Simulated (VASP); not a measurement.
AgCl:

```xyz
2
Lattice="3.3956 -0.0633 0.0000 -0.0633 3.3956 0.0000 0.0000 0.0000 3.3956" Properties=species:S:1:pos:R:3 pbc="T T T"
Ag    0.0000    0.0000    0.0000
Cl    1.6661    1.6661    1.6978
```

This cell differs from its parent crystal: shear xy strain -3.7%.

Base run:

* Program: VASP 6.6.1
* Functional: PBE
* Potentials or basis: VASP PAW PBE potentials, release 64 (Ag, Cl)
* Cutoff: 520 eV
* k mesh: 8 × 8 × 8
* Occupations: fermi-dirac, width 0.02 eV
* Spin: no spin polarisation

Its results: band gap on the k mesh 0.47 eV (least direct gap 2.12 eV); pressure 1.5 GPa.

Problem. The run is repeated on the same cell with these changes: functional from PBE to r2SCAN; occupations from fermi-dirac, width 0.02 eV to gaussian, width 0.01 eV. What comes out?

Solution. Band gap on the k mesh 1.06 eV (least direct gap 2.78 eV); pressure -0.1 GPa.

Caveats: the PAW data sets were made with another functional, which shifts forces and pressure a little (at least some runs).

A k mesh can miss the band edges.
